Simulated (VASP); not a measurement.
Wanted: the native input for a VASP 6.6.1 run.

| Property | Result |
| --- | --- |
| Task | relaxation of cell and atoms |
| Functional | BLYP |
| Potentials or basis | VASP PAW PBE potentials, release 64 (N, B) |
| Cutoff | 600 eV |
| k mesh | 13 × 13 × 13 |
| Occupations | fermi-dirac, width 0.05 eV |
| Spin | no spin polarisation |
| Dipole correction | no |
| Further INCAR settings | ALGO = Normal; EDIFF = 1e-06; IBRION = 2; EDIFFG = -0.02; NSW = 80; ISIF = 3 |

The structure of BN lies in POSCAR:

```
BN
1.0
    0.0000000000      1.8130010000      1.8130010000
    1.8130010000      0.0000000000      1.8130010000
    1.8130010000      1.8130010000      0.0000000000
N B
1 1
Direct
    0.2500000000      0.2500000000      0.2500000000
    0.0000000000      0.0000000000      0.0000000000
```

One way to write it, as run:

INCAR

```
PREC     = Accurate       # precision mode
ENCUT    = 600            # plane-wave cutoff, eV
EDIFF    = 1E-6           # SCF threshold, eV
ISMEAR   = -1             # smearing method
SIGMA    = 0.05           # smearing width, eV
LREAL    = False          # projectors in reciprocal space
LASPH    = True           # aspherical terms in the spheres
NELM     = 80             # most SCF steps
ALGO     = Normal         # electronic algorithm
ISIF     = 3              # what is computed and relaxed
LWAVE    = False          # write WAVECAR
LCHARG   = False          # write CHGCAR
GGA      = B5             # functional
ALDAX    = 1.0          
AGGAX    = 1.0          
AGGAC    = 1.0          
ALDAC    = 0.0          
IBRION   = 2              # ionic algorithm
NSW      = 80             # ionic steps
EDIFFG   = -0.02          # ionic threshold
```

KPOINTS

```
Automatic mesh
0
Gamma
  13 13 13
```

Potentials or basis: VASP PAW PBE potentials, release 64 (N, B).

Command:

```console
$ cat potpaw_PBE.64/N/POTCAR potpaw_PBE.64/B/POTCAR > POTCAR
$ mpirun -np 1 vasp_std > vasp.out
```

Results of the run:

The relaxed volume is 6.06 Å³/atom. The relaxed cell is a = 2.578 Å, b = 2.578 Å, c = 2.578 Å, α = 60.00°, β = 60.00°, γ = 60.00° and the space group after relaxing (to 0.05 Å) is F-43m (No. 216). The energy gained by relaxing is 1.8 meV/atom, the ionic steps are 3 and the pressure after relaxing is 0.0 GPa. The band gap on the k mesh is 4.91 eV, indirect (least direct gap 8.81 eV).

Caveat: the PAW data sets were made with another functional, which shifts forces and pressure a little.

It took 17 s on 1 thread of Intel(R) Xeon(R) 6975P-C (Granite Rapids), on a shared host, peak memory 0.12 GiB.
